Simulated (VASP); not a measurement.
# SnO2 (C2/m) in VASP: notebook

SnO2 is run at these levels: LDA; tasks: single point.

Program: VASP 6.6.1. These are calculated values, not measurements. Logs are shortened: lines on timing, memory, paths and dates and some standing lists are left out, and cuts for length are marked.

## (1) The cell of the first run

Symmetry: C2/m, No. 12, monoclinic system. Conventional cell: a = 5.778 Å, b = 3.208 Å, c = 4.513 Å, α = 90.00°, β = 115.26°, γ = 90.00°. Sn (site symmetry 2/m) has 6 O at 2.10 to 2.15 Å within 2.8 Å. Within 2.9 Å of O (site symmetry m) lie 3 Sn at 2.10 to 2.15 Å and 6 O at 2.68 to 2.89 Å.

## (2) Single point, LDA (strain +0.0400 x Voigt [0, 1, 0, 0, 0, 0])

File INCAR:

```
PREC = Accurate
ENCUT = 520
EDIFF = 1E-6
ISMEAR = 0
SIGMA = 0.05
LREAL = F
LASPH = T
NELM = 100
ALGO = Normal
ISIF = 2
LWAVE = F
LCHARG = F
GGA = CA
NBANDS = 20
```

File KPOINTS:

```
regular mesh
0
Gamma
  12 12 12
```

File POSCAR:

```
SnO2
1.0
    1.6039156916      0.9630620026      4.0813809037
   -1.6039156916      0.9630620026      4.0813809037
    0.0000000000     -1.9261240051      4.0813809037
Sn O
1 2
Direct
    0.5000000000      0.5000000000      0.5000000000
    0.2451905456      0.2451905456      0.2451905456
    0.7548094544      0.7548094544      0.7548094544
```

Potentials or basis: VASP PAW LDA potentials, release 64 (Sn_d, O).

Command:

```console
$ cat potpaw_LDA.64/Sn_d/POTCAR potpaw_LDA.64/O/POTCAR > POTCAR
$ mpirun -np 1 vasp_std > vasp.out
```

OUTCAR:

```text
PREC = Accurate
   ENCUT = 520
   EDIFF = 1E-6
   ISMEAR = 0
   LREAL = F
   LASPH = T
   NELM = 100
   ISIF = 2
   GGA = CA

 ion  position               nearest neighbor table
   1  0.500  0.500  0.500-   2 2.10   2 2.10   3 2.10   3 2.10   2 2.15   3 2.15
   2  0.245  0.245  0.245-   1 2.10   1 2.10   1 2.15
   3  0.755  0.755  0.755-   1 2.10   1 2.10   1 2.15

  LATTYP: Found a base centered monoclinic cell.
 ALAT       =     5.7783720154
 B/A-ratio  =     0.5551444896
 C/A-ratio  =     0.7810245466
 COS(beta)  =    -0.4267898298

  Lattice vectors:

 A1 = (   1.6039156916,   2.8891860077,   0.0000000000)
 A2 = (  -1.6039156916,   2.8891860077,   0.0000000000)
 A3 = (   0.0000000000,  -1.9261240051,   4.0813809037)

Analysis of symmetry for initial positions (statically):
=====================================================================
 Subroutine PRICEL returns:
 Original cell was already a primitive cell.

 Routine SETGRP: Setting up the symmetry group for a
 base centered monoclinic supercell.

 Subroutine GETGRP returns: Found  4 space group operations
 (whereof  4 operations were pure point group operations)
 out of a pool of  4 trial point group operations.

The static configuration has the point symmetry C_2h.

Analysis of symmetry for dynamics (positions and initial velocities):
=====================================================================
 Subroutine PRICEL returns:
 Original cell was already a primitive cell.

 Routine SETGRP: Setting up the symmetry group for a
 base centered monoclinic supercell.

 Subroutine GETGRP returns: Found  4 space group operations
 (whereof  4 operations were pure point group operations)
 out of a pool of  4 trial point group operations.

The dynamic configuration has the point symmetry C_2h.

 Subroutine INISYM returns: Found  4 space group operations
 (whereof  4 operations are pure point group operations),
 and found     1 'primitive' translations

----------------------------------------------------------------------------------------

                                     Primitive cell

  volume of cell :      37.8263

[... 84 lines left out ...]
   ISPIN  =      1    spin polarized calculation?
   LNONCOLLINEAR =      F non collinear calculations
   LSORBIT =      F    spin-orbit coupling
   LASPH  =      T    aspherical Exc in radial PAW
   ENCUT  =  520.0 eV  38.22 Ry    6.18 a.u.   8.35  8.35  8.39*2*pi/ulx,y,z
   NELM   =    100;   NELMIN=  2; NELMDL= -5     # of ELM steps
   EDIFF  = 0.1E-05   stopping-criterion for ELM
   LREAL  =      F    real-space projection
   EDIFFG = 0.1E-04   stopping-criterion for IOM
   NSW    =      0    number of steps for IOM
   IBRION =     -1    ionic relax: 0-MD 1-quasi-New 2-CG
   NFREE  =      0    steps in history (QN), initial steepest desc. (CG)
   ISIF   =      2    stress and relaxation
   ISYM   =      2    0-nonsym 1-usesym 2-fastsym
   POTIM  = 0.5000    time-step for ionic-motion
   TEBEG  =    0.0;   TEEND  =   0.0 temperature during run
   PSTRESS=    0.0 pullay stress
   NELECT =      26.0000    total number of electrons
   NUPDOWN=      -1.0000    fix difference up-down
   EMIN   =  10.00;   EMAX   =-10.00  energy-range for DOS
   EFERMI =   0.00;   METHOD = LEGACY
   ISMEAR =     0;   SIGMA  =   0.05  broadening in eV -4-tet -1-fermi 0-gaus
   EFERMI_NEDOS =   21; number of points for ismear=-14 and -15
   IALGO  =     38    algorithm
   IMIX   =      4    mixing-type and parameters
     AMIX     =   0.40;   BMIX     =  1.00
     AMIX_MAG =   1.60;   BMIX_MAG =  1.00
  volume/ion in A,a.u.               =      12.61        85.09
  Fermi-wavevector in a.u.,A,eV,Ry     =   1.444778  2.730235 28.400590  2.087384
  Thomas-Fermi vector in A             =   2.563035
   LORBIT       =      0    0 simple, 1 ext, 2 COOP (PROOUT), +10 PAW based schemes
   GGA     = CA    functional components
   LHFCALC =     F    Hartree Fock is set to
   AEXX    =    0.0000 exact exchange contribution
   IVDW    =     0    specifies the selected vdW correction
   LEPSILON=     F    determine dielectric tensor
   LRPA    =     F    only Hartree local field effects (RPA)
 non-spin polarized calculation
 Gauss-broadening in eV      SIGMA  =   0.05
  energy-cutoff  :      520.00
  volume of cell :       37.83
 maximum number of plane-waves:      1032
 NGX is ok and might be reduce to    36
   NGX = 17   NGY = 17   NGZ = 17

 number of electron      25.9999998 magnetization

 Free energy of the ion-electron system (eV)
  ---------------------------------------------------
  ext. energy  EPLUGINS =         0.00000000
  ---------------------------------------------------
  free energy    TOTEN  =       -20.50761952 eV

  energy without entropy =      -20.50761952  energy(sigma->0) =      -20.50761952

 E-fermi :   5.4307     XC(G=0): -11.4935

 val. band max:        5.1354581848   @ k =   0.5000   0.5000  -0.0000
 cond. band min:       6.2264132344   @ k =   0.0000   0.0000   0.0000
 fundamental gap:      1.0909550496
 Fermi energy:         5.4307021280

 k-point     1 :       0.0000    0.0000    0.0000
  band No.  band energies     occupation
      1     -15.1861      2.00000
      2     -14.9527      2.00000
      3     -14.9173      2.00000
      4     -14.7538      2.00000
      5     -14.7432      2.00000
      6     -13.1607      2.00000
[... 541 lines left out ...]
     19      18.7080      0.00000
     20      20.1379      0.00000

 [... further k-points ...]

------------------------ aborting loop because EDIFF is reached ----------------------------------------

  FORCE on cell =-STRESS in cart. coord.  units (eV):
  Direction    XX          YY          ZZ          XY          YZ          ZX
  --------------------------------------------------------------------------------------
  -------------------------------------------------------------------------------------
  Total       -1.0288814     -3.0065311     -0.9746716      0.0000000     -0.1621261      0.0000000
  in kB      -43.5794490   -127.3450648    -41.2833305      0.0000000     -6.8670369      0.0000000
  external PRESSURE =     -70.7359481 kB  Pullay stress =       0.0000000 kB

 VOLUME and BASIS-vectors are now :
 -----------------------------------------------------------------------------
  energy-cutoff  :      520.00
  volume of cell :       37.83
      direct lattice vectors                 reciprocal lattice vectors
     1.603915692  0.963062003  4.081380904     0.311737084  0.173059124  0.081671704
    -1.603915692  0.963062003  4.081380904    -0.311737084  0.173059124  0.081671704
     0.000000000 -1.926124005  4.081380904     0.000000000 -0.346118248  0.081671704

 POSITION                                       TOTAL-FORCE (eV/Angst)
 -----------------------------------------------------------------------------------
      0.00000      0.00000      6.12207         0.000000     -0.000000      0.000000
      0.00000      0.00000      3.00215         0.000000      0.005913     -0.292179
      0.00000      0.00000      9.24199         0.000000     -0.005913      0.292179
 -----------------------------------------------------------------------------------
    total drift:                                0.000000     -0.000000      0.000000

  FREE ENERGIE OF THE ION-ELECTRON SYSTEM (eV)
  ---------------------------------------------------
  free  energy   TOTEN  =       -20.5076195155 eV

  energy  without entropy=      -20.5076195155  energy(sigma->0) =      -20.50761952
```

Run time: 14 min. Hardware: 1 thread of AMD EPYC 7R13, shared host; peak memory 0.4 GiB.

What came out:

```
Free energy            : -20.5076 eV
Pressure               : -7.1 GPa
Largest force          : 0.292 eV/Å
Band gap on the k mesh : 1.09 eV
```

Forces on the atoms (eV/Å):
```
Sn   0.000  0.000  0.000
O    0.000  0.006 -0.292
O    0.000 -0.006  0.292
```

Caveat: the cell differs from its parent crystal (strain +0.0400 x Voigt [0, 1, 0, 0, 0, 0]); the cell stands under tension; spin-orbit coupling is left out, which moves the levels of the heavy elements.

## (3) Single point, LDA (strain -0.0400 x Voigt [0, 1, 0, 0, 0, 0])

File INCAR:

```
  ALGO = Normal
  EDIFF = 1E-7
  ENCUT = 520
  ISIF = 2
  ISMEAR = 0
  LASPH = True
  LCHARG = True
  LELF = True
  LREAL = False
  LVHAR = True
  LWAVE = False
  NBANDS = 20
  NELM = 60
  PREC = Accurate
  SIGMA = 0.05
```

File KPOINTS:

```
k-points
0
Gamma
  12 12 12
```

File POSCAR:

```
SnO2
1.0
    1.6039156916      0.8889803100      4.0813809037
   -1.6039156916      0.8889803100      4.0813809037
    0.0000000000     -1.7779606201      4.0813809037
Sn O
1 2
Direct
    0.5000000000      0.5000000000      0.5000000000
    0.2451905456      0.2451905456      0.2451905456
    0.7548094544      0.7548094544      0.7548094544
```

Potentials or basis: VASP PAW LDA potentials, release 64 (Sn_d, O).

Command:

```console
$ cat potpaw_LDA.64/Sn_d/POTCAR potpaw_LDA.64/O/POTCAR > POTCAR
$ mpirun -np 1 vasp_std > vasp.out
```

OUTCAR:

```text
EDIFF = 1E-7
   ENCUT = 520
   ISIF = 2
   ISMEAR = 0
   LASPH = True
   LREAL = False
   NELM = 60
   PREC = Accurate

 ion  position               nearest neighbor table
   1  0.500  0.500  0.500-   2 2.02   3 2.02   2 2.07   2 2.07   3 2.07   3 2.07
   2  0.245  0.245  0.245-   1 2.02   1 2.07   1 2.07
   3  0.755  0.755  0.755-   1 2.02   1 2.07   1 2.07

  LATTYP: Found a base centered monoclinic cell.
 ALAT       =     5.3338818602
 B/A-ratio  =     0.6014065304
 C/A-ratio  =     0.8346327831
 COS(beta)  =    -0.3993772352

  Lattice vectors:

 A1 = (   1.6039156916,   2.6669409301,   0.0000000000)
 A2 = (  -1.6039156916,   2.6669409301,   0.0000000000)
 A3 = (   0.0000000000,  -1.7779606201,   4.0813809037)

Analysis of symmetry for initial positions (statically):
=====================================================================
 Subroutine PRICEL returns:
 Original cell was already a primitive cell.

 Routine SETGRP: Setting up the symmetry group for a
 base centered monoclinic supercell.

 Subroutine GETGRP returns: Found  4 space group operations
 (whereof  4 operations were pure point group operations)
 out of a pool of  4 trial point group operations.

The static configuration has the point symmetry C_2h.

Analysis of symmetry for dynamics (positions and initial velocities):
=====================================================================
 Subroutine PRICEL returns:
 Original cell was already a primitive cell.

 Routine SETGRP: Setting up the symmetry group for a
 base centered monoclinic supercell.

 Subroutine GETGRP returns: Found  4 space group operations
 (whereof  4 operations were pure point group operations)
 out of a pool of  4 trial point group operations.

The dynamic configuration has the point symmetry C_2h.

 Subroutine INISYM returns: Found  4 space group operations
 (whereof  4 operations are pure point group operations),
 and found     1 'primitive' translations

----------------------------------------------------------------------------------------

                                     Primitive cell

  volume of cell :      34.9166

  direct lattice vectors                    reciprocal lattice vectors
     1.603915692  0.888980310  4.081380904     0.311737084  0.187480718  0.081671704
    -1.603915692  0.888980310  4.081380904    -0.311737084  0.187480718  0.081671704
     0.000000000 -1.777960620  4.081380904     0.000000000 -0.374961436  0.081671704

  length of vectors
     4.474427519  4.474427519  4.451832662     0.372826094  0.372826094  0.383752975

  position of ions in fractional coordinates (direct lattice)
     0.500000000  0.500000000  0.500000000
     0.245190546  0.245190546  0.245190546
     0.754809454  0.754809454  0.754809454

  ion indices of the primitive-cell ions
   primitive index   ion index
                 1           1
                 2           2
                 3           3

----------------------------------------------------------------------------------------

 KPOINTS: k-points

Automatic generation of k-mesh.
 Grid dimensions read from file:
 generate k-points for:   12   12   12

 Generating k-lattice:

  Cartesian coordinates                     Fractional coordinates (reciprocal lattice)
     0.025978090  0.015623393  0.006805975     0.083333333 -0.000000000  0.000000000
    -0.025978090  0.015623393  0.006805975    -0.000000000  0.083333333  0.000000000
     0.000000000 -0.031246786  0.006805975     0.000000000  0.000000000  0.083333333

  Length of vectors
     0.031068841  0.031068841  0.031979415

  Shift w.r.t. Gamma in fractional coordinates (k-lattice)
     0.000000000  0.000000000  0.000000000

 Subroutine IBZKPT returns following result:
 ===========================================

 Found    476 irreducible k-points:

 Following reciprocal coordinates:
            Coordinates               Weight
  0.000000  0.000000  0.000000      1.000000
  0.083333 -0.000000  0.000000      4.000000
  0.166667 -0.000000 -0.000000      4.000000
  0.250000 -0.000000  0.000000      4.000000
  0.333333 -0.000000 -0.000000      4.000000
  0.416667 -0.000000  0.000000      4.000000
[... 16 lines left out ...]
  0.500000  0.166667  0.000000      4.000000
 -0.416667  0.166667  0.000000      4.000000
 [... further k-points ...]
   k-points           NKPTS =    476   k-points in BZ     NKDIM =    476   number of bands    NBANDS=     20
   number of dos      NEDOS =    301   number of ions     NIONS =      3
   total plane-waves  NPLWV =  46656
   dimension x,y,z NGX =    36 NGY =   36 NGZ =   36
   dimension x,y,z NGXF=    72 NGYF=   72 NGZF=   72
   ions per type =               1   2
   NGX,Y,Z   is equivalent  to a cutoff of  13.38, 13.38, 13.44 a.u.
   NGXF,Y,Z  is equivalent  to a cutoff of  26.75, 26.75, 26.89 a.u.
 SYSTEM =  unknown system
   PREC   = accura    normal or accurate (medium, high low for compatibility)
   ISTART =      0    job   : 0-new  1-cont  2-samecut
   ICHARG =      2    charge: 1-file 2-atom 10-const
   ISPIN  =      1    spin polarized calculation?
   LNONCOLLINEAR =      F non collinear calculations
   LSORBIT =      F    spin-orbit coupling
   LASPH  =      T    aspherical Exc in radial PAW
   ENCUT  =  520.0 eV  38.22 Ry    6.18 a.u.   8.32  8.32  8.28*2*pi/ulx,y,z
   NELM   =     60;   NELMIN=  2; NELMDL= -5     # of ELM steps
   EDIFF  = 0.1E-06   stopping-criterion for ELM
   LREAL  =      F    real-space projection
   EDIFFG = 0.1E-05   stopping-criterion for IOM
   NSW    =      0    number of steps for IOM
   IBRION =     -1    ionic relax: 0-MD 1-quasi-New 2-CG
   NFREE  =      0    steps in history (QN), initial steepest desc. (CG)
   ISIF   =      2    stress and relaxation
   ISYM   =      2    0-nonsym 1-usesym 2-fastsym
   POTIM  = 0.5000    time-step for ionic-motion
   TEBEG  =    0.0;   TEEND  =   0.0 temperature during run
   PSTRESS=    0.0 pullay stress
   NELECT =      26.0000    total number of electrons
   NUPDOWN=      -1.0000    fix difference up-down
   EMIN   =  10.00;   EMAX   =-10.00  energy-range for DOS
   EFERMI =   0.00;   METHOD = LEGACY
   ISMEAR =     0;   SIGMA  =   0.05  broadening in eV -4-tet -1-fermi 0-gaus
   EFERMI_NEDOS =   21; number of points for ismear=-14 and -15
   IALGO  =     38    algorithm
   IMIX   =      4    mixing-type and parameters
     AMIX     =   0.40;   BMIX     =  1.00
     AMIX_MAG =   1.60;   BMIX_MAG =  1.00
  volume/ion in A,a.u.               =      11.64        78.54
  Fermi-wavevector in a.u.,A,eV,Ry     =   1.483845  2.804061 29.957261  2.201797
  Thomas-Fermi vector in A             =   2.597456
   LORBIT       =      0    0 simple, 1 ext, 2 COOP (PROOUT), +10 PAW based schemes
   GGA     = CA    functional components
   LHFCALC =     F    Hartree Fock is set to
   AEXX    =    0.0000 exact exchange contribution
   IVDW    =     0    specifies the selected vdW correction
   LEPSILON=     F    determine dielectric tensor
   LRPA    =     F    only Hartree local field effects (RPA)
 non-spin polarized calculation
 Gauss-broadening in eV      SIGMA  =   0.05
  energy-cutoff  :      520.00
  volume of cell :       34.92
 maximum number of plane-waves:       954
 NGX is ok and might be reduce to    36
   NGX = 17   NGY = 17   NGZ = 17

 number of electron      26.0000000 magnetization

 Free energy of the ion-electron system (eV)
  ---------------------------------------------------
  ext. energy  EPLUGINS =         0.00000000
  ---------------------------------------------------
  free energy    TOTEN  =       -20.46414811 eV

  energy without entropy =      -20.46414811  energy(sigma->0) =      -20.46414811

 E-fermi :   6.1865     XC(G=0): -11.8909

 val. band max:        5.9775902563   @ k =   0.5000  -0.0000   0.5000
 cond. band min:       7.9924166388   @ k =   0.0000   0.0000   0.0000
 fundamental gap:      2.0148263825
 Fermi energy:         6.1864899216

 k-point     1 :       0.0000    0.0000    0.0000
  band No.  band energies     occupation
      1     -14.4307      2.00000
      2     -14.0020      2.00000
      3     -13.9348      2.00000
      4     -13.6646      2.00000
      5     -13.6499      2.00000
      6     -12.6775      2.00000
[... 12 lines left out ...]
     19      22.7846      0.00000
[... 513 lines left out ...]
      4     -13.6323      2.00000
      5     -13.5950      2.00000
      6     -10.7189      2.00000
[... 12 lines left out ...]
     19      20.3830      0.00000
     20      21.7593      0.00000

 [... further k-points ...]

------------------------ aborting loop because EDIFF is reached ----------------------------------------

  FORCE on cell =-STRESS in cart. coord.  units (eV):
  Direction    XX          YY          ZZ          XY          YZ          ZX
  --------------------------------------------------------------------------------------
  -------------------------------------------------------------------------------------
  Total        1.9141967      4.4195823      1.3488780      0.0000000     -0.1841266      0.0000000
  in kB       87.8344904    202.7961713     61.8943788      0.0000000     -8.4487996      0.0000000
  external PRESSURE =     117.5083468 kB  Pullay stress =       0.0000000 kB

 VOLUME and BASIS-vectors are now :
 -----------------------------------------------------------------------------
  energy-cutoff  :      520.00
  volume of cell :       34.92
      direct lattice vectors                 reciprocal lattice vectors
     1.603915692  0.888980310  4.081380904     0.311737084  0.187480718  0.081671704
    -1.603915692  0.888980310  4.081380904    -0.311737084  0.187480718  0.081671704
     0.000000000 -1.777960620  4.081380904     0.000000000 -0.374961436  0.081671704

 POSITION                                       TOTAL-FORCE (eV/Angst)
 -----------------------------------------------------------------------------------
      0.00000     -0.00000      6.12207         0.000000     -0.000000      0.000000
      0.00000     -0.00000      3.00215        -0.000000     -0.187744      0.541686
      0.00000     -0.00000      9.24199        -0.000000      0.187744     -0.541686
 -----------------------------------------------------------------------------------
    total drift:                                0.000000     -0.000000      0.000000

  FREE ENERGIE OF THE ION-ELECTRON SYSTEM (eV)
  ---------------------------------------------------
  free  energy   TOTEN  =       -20.4641481147 eV

  energy  without entropy=      -20.4641481147  energy(sigma->0) =      -20.46414811
```

It took 3.2 min on 1 thread of Intel Xeon 6975P-C (Granite Rapids), shared host; peak memory 0.41 GiB.

Results:

| Property | Result |
| --- | --- |
| Free energy | -20.4641 eV |
| Pressure | 11.8 GPa |
| Largest force | 0.573 eV/Å |
| Band gap on the k mesh | 2.01 eV (least direct gap 2.06 eV) |

Forces on the atoms (eV/Å):
```
Sn   0.000  0.000  0.000
O    0.000 -0.188  0.542
O    0.000  0.188 -0.542
```

Stress tensor (GPa, compression positive):
```
 8.78  0.00  0.00
 0.00 20.28 -0.84
 0.00 -0.84  6.19
```

Levels at points of the mesh, in eV from the valence-band top:
```
           k point  band 11  band 12  band 13  band 14  band 15  band 16
(0.00, 0.00, 0.00)    -1.44    -1.29    -0.05     2.01     5.42    10.64
(0.50, 0.00, 0.00)    -2.28    -1.39    -1.05     6.05     8.27    10.02
(0.50, 0.50, 0.00)    -1.16    -0.68    -0.16     5.01     6.67    11.34
(0.00, 0.00, 0.50)    -2.28    -1.39    -1.25     5.90     7.80    10.48
(0.50, 0.00, 0.50)    -1.29    -0.53     0.00     5.30     7.09    11.13
(0.50, 0.50, 0.50)    -1.91    -1.23    -1.07     4.17     6.11    11.27
```

Caveat: the cell differs from its parent crystal (strain -0.0400 x Voigt [0, 1, 0, 0, 0, 0]); the cell stands under pressure; spin-orbit coupling is left out, which moves the levels of the heavy elements.

(Continued in part 2 of 2.)
